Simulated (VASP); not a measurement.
Here is a VASP 6.6.1 calculation.

File INCAR:

```
SYSTEM = Ta
PREC = Accurate
ENCUT = 520
EDIFF = 1E-6
ISMEAR = 0
SIGMA = 0.15
LREAL = .FALSE.
LASPH = .TRUE.
NELM = 60
ALGO = Fast
ISIF = 2
LWAVE = .FALSE.
LCHARG = .FALSE.
GGA = PE
NBANDS = 12
```

The input KPOINTS:

```
Automatic mesh
0
G
  18 18 18
  0 0 0
```

The input POSCAR:

```
Ta
1.0
   -1.5225761745      1.6594835689      1.6594835689
    1.5225761745     -1.6594835689      1.6594835689
    1.5225761745      1.6594835689     -1.6594835689
Ta
1
Direct
    0.0000000000      0.0000000000      0.0000000000
```

Potentials or basis: VASP PAW PBE potentials, release 64 (Ta_pv).

The run is started by

```bash
$ cat potpaw_PBE.64/Ta_pv/POTCAR > POTCAR
$ mpirun -np 1 vasp_std > vasp.out
```

(1) What does it give for the pressure?

Answers

(1) 20.8 GPa.

Caveat: the cell differs from its parent crystal (normal strain along x -0.0825, normal strain along z +0.0000).
